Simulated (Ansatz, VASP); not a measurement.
# One calculation of SrTiO3, two programs

```
Sr Ti O
1.0
     3.86089    0.00000    0.00000
     0.00000    7.72179    0.00000
     0.00000    0.00000    3.86089
Sr Ti O
2 2 6
Direct
  0.00000 0.00000 0.00000
  0.00000 0.50000 0.00000
  0.50000 0.25000 0.50000
  0.50000 0.75000 0.50000
  0.00000 0.25000 0.50000
  0.00000 0.75000 0.50000
  0.50000 0.00000 0.50000
  0.50000 0.50000 0.50000
  0.50000 0.25000 0.00000
  0.50000 0.75000 0.00000
```

Alike in both runs: task single point; functional r2SCAN; k mesh 7 × 4 × 7; occupations fermi-dirac, width 0.0139 eV; no spin polarisation.

|  | VASP | Ansatz |
| --- | --- | --- |
| version | VASP 6.6.1 | Ansatz 0.2.0 |
| potentials or method | VASP PAW PBE potentials, release 64 (Sr_sv, Ti_sv, O), cutoff 520 eV | PAW plane waves |
| valence electrons in the cell | 80 | 80 |

```csv
,VASP,Ansatz,Ansatz less VASP
gap on the k mesh at the Fermi level (eV),2.39,2.38,-0.010
pressure (GPa),8.3,7.3,-1.03
```

VASP's potentials were made for PBE, not for r2SCAN.
